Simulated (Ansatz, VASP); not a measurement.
SiO2 in VASP and in Ansatz

```
Si O
1.0
     4.93290    0.00000    0.00000
     0.00000    4.93290    0.00000
     0.00000    0.00000    6.46450
Si O
4 8
Direct
  0.81690 0.81690 0.50000
  0.68310 0.31690 0.25000
  0.18310 0.18310 0.00000
  0.31690 0.68310 0.75000
  0.26926 0.36366 0.79999
  0.13634 0.76926 0.54999
  0.73074 0.63634 0.29999
  0.86366 0.23074 0.04999
  0.76926 0.13634 0.45001
  0.63634 0.73074 0.70001
  0.23074 0.86366 0.95001
  0.36366 0.26926 0.20001
```

Alike in both runs: functional PBE; k mesh 4 × 4 × 3; occupations fermi-dirac, width 0.02 eV; no spin polarisation.

Ansatz relaxed the structure, and its values are those at the end. VASP's run is a single point on that final structure, the one shown.

|  | VASP | Ansatz |
| --- | --- | --- |
| version | VASP 6.6.1 | Ansatz 0.2.0 |
| potentials or method | VASP PAW PBE potentials, release 64 (Si, O) | plane-wave PAW, scalar-relativistic |
| plane-wave cutoff (eV) | 520 | 420 |
| valence electrons in the cell | 64 | 64 |

Ansatz gave:

```
gap on the k mesh at the Fermi level (eV) : 5.65
pressure (GPa)                            : 2.7
rms of the force components (eV/Å)        : 0.005
```

Problem. Estimate VASP's values.

Solution. gap on the k mesh at the Fermi level (eV): 5.66; pressure (GPa): 2.9; rms of the force components (eV/Å): 0.010.

Ansatz's warnings: stress scf threshold loose.
